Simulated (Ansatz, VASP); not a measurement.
# Two plane-wave programs on HfZrS4

```xyz
6
Lattice="6.3522 0.0000 0.0014 0.0000 3.6687 0.0000 0.0010 0.0000 6.7871" Properties=species:S:1:pos:R:3 pbc="T T T"
Zr    3.1761    1.8343    0.0007
Hf    0.0000    0.0000    0.0000
S     5.3076    1.8343    1.4472
S     2.1027    0.0000    1.4495
S     4.2506    0.0000    5.3389
S     1.0457    1.8343    5.3413
```

Alike in both runs: task single point; functional LDA; k mesh 4 × 8 × 4; occupations gaussian, width 0.02 eV; no spin polarisation.

|  | VASP | Ansatz |
| --- | --- | --- |
| version | VASP 6.6.1 | Ansatz 0.2.0 |
| potentials or method | VASP PAW LDA potentials, release 64 (Zr_sv, Hf_pv, S), cutoff 520 eV | scalar-relativistic, plane waves, PAW |
| valence electrons in the cell | 46 | 62 |

|  | VASP | Ansatz | Ansatz less VASP |
| --- | --- | --- | --- |
| gap on the k mesh at the Fermi level (eV) | 1.00 | 1.00 | -0.005 |
| least direct gap on the mesh (eV) | 1.04 | 1.04 | -0.005 |
| pressure (GPa) | -4.6 | -4.5 | +0.11 |
| traceless stress, the component that is largest in VASP (GPa) | 0.82 | 0.81 | -0.011 |
| rms of the force components (eV/Å) | 0.230 | 0.223 | -0.0066 |

LDA's correlation is that of Perdew and Zunger in VASP and of Perdew and Wang (1992) in Ansatz. Atom by atom the forces differ by 0.014 eV/Å (rms over components). VASP's potentials hold 46 valence electrons a cell and Ansatz's 62, so a difference there can come from the potentials and not from the codes.

Neither program's run includes spin-orbit coupling.
